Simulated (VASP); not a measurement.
**V: single point with PBEsol**

Crystal: V.

```
V
1.0
     4.21808    0.00000    0.00000
    -2.10904    3.65297    0.00000
     0.00000    0.00000    2.25396
V
3
Direct
  0.00000 0.00000 0.00000
  0.33333 0.66667 0.50000
  0.66667 0.33333 0.50000
```

This isn't the form of V at room conditions, which is bcc.

```json
{"Program": "VASP 6.6.1", "Task": "single point", "Functional": "PBEsol", "Potentials or basis": "VASP PAW PBE potentials, release 64 (V_sv)", "Cutoff": "520 eV", "k mesh": "9 × 9 × 15", "Occupations": "fermi-dirac, width 0.1 eV", "Spin": "no spin polarisation", "Dipole correction": "no", "Further INCAR settings": "ALGO = Normal; EDIFF = 1e-06; NBANDS = 26"}
```

The pressure is 31.3 GPa and the band gap on the k mesh is zero (an odd number of electrons rules out a gap without spin polarisation).

Stress tensor (GPa, compression positive):
```
30.76  0.00  0.00
 0.00 30.76  0.00
 0.00  0.00 32.41
```

Levels at points of the mesh, in eV from the Fermi level:
```csv
k point,band 18,band 19,band 20,band 21,band 22,band 23
"(0.00, 0.00, 0.00)",-1.53,-1.49,-1.07,0.54,0.54,2.83
```

Wall time 93 s on 1 thread of Intel Xeon 8259CL (shared host), peak memory 0.19 GiB.

Caveat: the cell stands under pressure; the PAW data sets were made with another functional, which shifts forces and pressure a little.
